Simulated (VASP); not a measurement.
# SnTe (wurtzite type) (P6_3/mmc) in VASP: further runs, part 2 of 2

VASP 6.6.1.

**4. Single point, PBE**

This run uses another cell than the first one, of 24.95 Å³/atom, 0.824 times its volume.

Input file INCAR:

```
SYSTEM = SnTe
  PREC = Accurate
  ENCUT = 520
  EDIFF = 1E-6
  ISMEAR = -1
  SIGMA = 0.1
  LREAL = .FALSE.
  LASPH = .TRUE.
  NELM = 100
  ALGO = Normal
  ISIF = 2
  LWAVE = .FALSE.
  LCHARG = .FALSE.
  GGA = PE
  NBANDS = 28
```

Input file KPOINTS:

```
regular mesh
0
G
  10 10 6
  0 0 0
```

Input file POSCAR:

```
SnTe
1.0
    3.7814821774      0.0000000000      0.0000000000
   -1.8907410887      3.2748596295      0.0000000000
    0.0000000000      0.0000000000      8.0577100726
Sn Te
2 2
Direct
    0.0000000000      0.0000000000      0.0000000000
    0.0000000000      0.0000000000      0.5000000000
    0.3333333333      0.6666666667      0.2500000000
    0.6666666667      0.3333333333      0.7500000000
```

Potentials or basis: VASP PAW PBE potentials, release 64 (Sn_d, Te).

On the command line:

```bash
cat potpaw_PBE.64/Sn_d/POTCAR potpaw_PBE.64/Te/POTCAR > POTCAR
mpirun -np 1 vasp_std > vasp.out
```

OUTCAR:

```text
SYSTEM = SnTe
   PREC = Accurate
   ENCUT = 520
   EDIFF = 1E-6
   ISMEAR = -1
   LREAL = .FALSE.
   LASPH = .TRUE.
   NELM = 100
   ISIF = 2
   GGA = PE

 ion  position               nearest neighbor table
   1  0.000  0.000  0.000-   3 2.97   4 2.97   3 2.97   4 2.97   4 2.97   3 2.97
   2  0.000  0.000  0.500-   3 2.97   4 2.97   3 2.97   4 2.97   4 2.97   3 2.97
   3  0.333  0.667  0.250-   1 2.97   2 2.97   1 2.97   2 2.97   1 2.97   2 2.97
   4  0.667  0.333  0.750-   1 2.97   2 2.97   1 2.97   2 2.97   1 2.97   2 2.97

  LATTYP: Found a hexagonal cell.
 ALAT       =     3.7814821774
 C/A-ratio  =     2.1308338092

  Lattice vectors:

 A1 = (   3.7814821774,   0.0000000000,   0.0000000000)
 A2 = (  -1.8907410887,   3.2748596295,   0.0000000000)
 A3 = (   0.0000000000,   0.0000000000,   8.0577100726)

Analysis of symmetry for initial positions (statically):
=====================================================================
 Subroutine PRICEL returns:
 Original cell was already a primitive cell.

 Routine SETGRP: Setting up the symmetry group for a
 hexagonal supercell.

 Subroutine GETGRP returns: Found 24 space group operations
 (whereof 12 operations were pure point group operations)
[... 170 lines left out ...]

 val. band max:        9.6416837963   @ k =   0.2000   0.2000   0.0000
 cond. band min:       9.7278684189   @ k =   0.3000   0.2000   0.0000
 fundamental gap:      0.0861846226
 Fermi energy:         9.7189678906

 k-point     1 :       0.0000    0.0000    0.0000
  band No.  band energies     occupation
      1     -12.1598      2.00000
      2     -12.1503      2.00000
      3     -12.1503      2.00000
      4     -12.1412      2.00000
      5     -12.1412      2.00000
      6     -12.1274      2.00000
[... 733 lines left out ...]
     27      15.3108      0.00000
     28      15.8623      0.00000

 [... further k-points ...]

------------------------ aborting loop because EDIFF is reached ----------------------------------------

  FORCE on cell =-STRESS in cart. coord.  units (eV):
  Direction    XX          YY          ZZ          XY          YZ          ZX
  --------------------------------------------------------------------------------------
  -------------------------------------------------------------------------------------
  Total       10.5642133     10.5642133     10.6203523      0.0000000      0.0000000      0.0000000
  in kB      169.6216802    169.6216802    170.5230618      0.0000000      0.0000000      0.0000000
  external PRESSURE =     169.9221407 kB  Pullay stress =       0.0000000 kB

 VOLUME and BASIS-vectors are now :
 -----------------------------------------------------------------------------
  energy-cutoff  :      520.00
  volume of cell :       99.79
      direct lattice vectors                 reciprocal lattice vectors
     3.781482177  0.000000000  0.000000000     0.264446572  0.152678300  0.000000000
    -1.890741089  3.274859629  0.000000000     0.000000000  0.305356599  0.000000000
     0.000000000  0.000000000  8.057710073     0.000000000  0.000000000  0.124104738

 POSITION                                       TOTAL-FORCE (eV/Angst)
 -----------------------------------------------------------------------------------
      0.00000      0.00000      0.00000        -0.000000      0.000000      0.000000
      0.00000      0.00000      4.02886        -0.000000      0.000000      0.000000
     -0.00000      2.18324      2.01443        -0.000000      0.000000      0.000000
      1.89074      1.09162      6.04328         0.000000     -0.000000     -0.000000
 -----------------------------------------------------------------------------------
    total drift:                               -0.000000      0.000000      0.000000

  FREE ENERGIE OF THE ION-ELECTRON SYSTEM (eV)
  ---------------------------------------------------
  free  energy   TOTEN  =       -13.4850730958 eV

  energy  without entropy=      -13.4370373691  energy(sigma->0) =      -13.46105523
```

OSZICAR:

```text
N       E                     dE             d eps       ncg     rms          rms(c)
DAV:   1     0.353743482450E+03    0.35374E+03   -0.18706E+04  3220   0.182E+03
DAV:   2     0.325062044482E+02   -0.32124E+03   -0.31276E+03  3152   0.478E+02
DAV:   3    -0.115054758934E+02   -0.44012E+02   -0.43108E+02  3784   0.149E+02
DAV:   4    -0.134735898707E+02   -0.19681E+01   -0.19573E+01  3636   0.323E+01
DAV:   5    -0.135459308191E+02   -0.72341E-01   -0.72328E-01  4392   0.648E+00    0.112E+01
DAV:   6    -0.134912090222E+02    0.54722E-01   -0.10008E-01  4192   0.252E+00    0.709E+00
DAV:   7    -0.134883387562E+02    0.28703E-02   -0.83259E-02  3956   0.175E+00    0.520E-01
DAV:   8    -0.134848564031E+02    0.34824E-02   -0.16678E-02  3828   0.102E+00    0.358E-01
DAV:   9    -0.134850852534E+02   -0.22885E-03   -0.13644E-03  3828   0.178E-01    0.101E-01
DAV:  10    -0.134850748637E+02    0.10390E-04   -0.98212E-05  4132   0.824E-02    0.650E-02
DAV:  11    -0.134850740526E+02    0.81105E-06   -0.15157E-05  3000   0.239E-02    0.564E-02
DAV:  12    -0.134850726707E+02    0.13819E-05   -0.21566E-06  2776   0.986E-03    0.191E-02
DAV:  13    -0.134850730958E+02   -0.42506E-06   -0.97636E-07  1736   0.912E-03
   1 F= -.13485073E+02 E0= -.13461055E+02  d E =-.480357E-01
```

stdout:

```text
POSCAR found type information on POSCAR SnTe
 POSCAR found :  2 types and       4 ions
 scaLAPACK will be used
 LDA part: xc-table for (Slater+PW92), standard interpolation
 POSCAR, INCAR and KPOINTS ok, starting setup
 FFT: planning ... GRIDC
 FFT: planning ... GRID_SOFT
 FFT: planning ... GRID
 WAVECAR not read
 entering main loop
```

Run time: 1.9 min. Hardware: 1 thread of Intel Xeon Platinum 8259CL at 2.50GHz (Skylake/Cascade Lake), shared host; peak memory 0.29 GiB.

Results:

```
Free energy            : -13.4851 eV
Pressure               : 17.0 GPa
Band gap on the k mesh : zero (band 20 reaches 11.80 eV, above the bottom of band 21 at 8.86 eV)
```

Caveat: spin-orbit coupling is left out, which moves the levels of the heavy elements.
